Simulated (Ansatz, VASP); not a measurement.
## One calculation of Ru, two programs

```
Ru
1.0
     2.67630    0.00000    0.00000
    -1.33815    2.31775    0.00000
     0.00000    0.00000    8.74081
Ru
4
Direct
  0.00000 0.00000 0.00000
  0.00000 0.00000 0.50000
  0.33333 0.66667 0.25000
  0.66667 0.33333 0.75000
```

Alike in both runs: task relaxation of cell and atoms; functional revPBE; k mesh 13 × 13 × 4; occupations fermi-dirac, width 0.1 eV; no spin polarisation.

|  | VASP | Ansatz |
| --- | --- | --- |
| version | VASP 6.6.1 | Ansatz 0.2.0 |
| potentials or method | VASP PAW PBE potentials, release 64 (Ru_pv), cutoff 600 eV | plane waves (420 eV) with PAW, scalar-relativistic |
| valence electrons in the cell | 56 | 64 |

|  | VASP | Ansatz | Ansatz less VASP |
| --- | --- | --- | --- |
| relaxed volume (Å³/atom) | 13.97 | 13.98 | +0.008 |
| relaxed length of the cell vector where the two differ most in proportion (Å) | 2.719 | 2.720 | +0.0007 |

VASP's potentials were made for PBE, not for revPBE. VASP's potentials hold 56 valence electrons a cell and Ansatz's 64, so a difference there can come from the potentials and not from the codes.
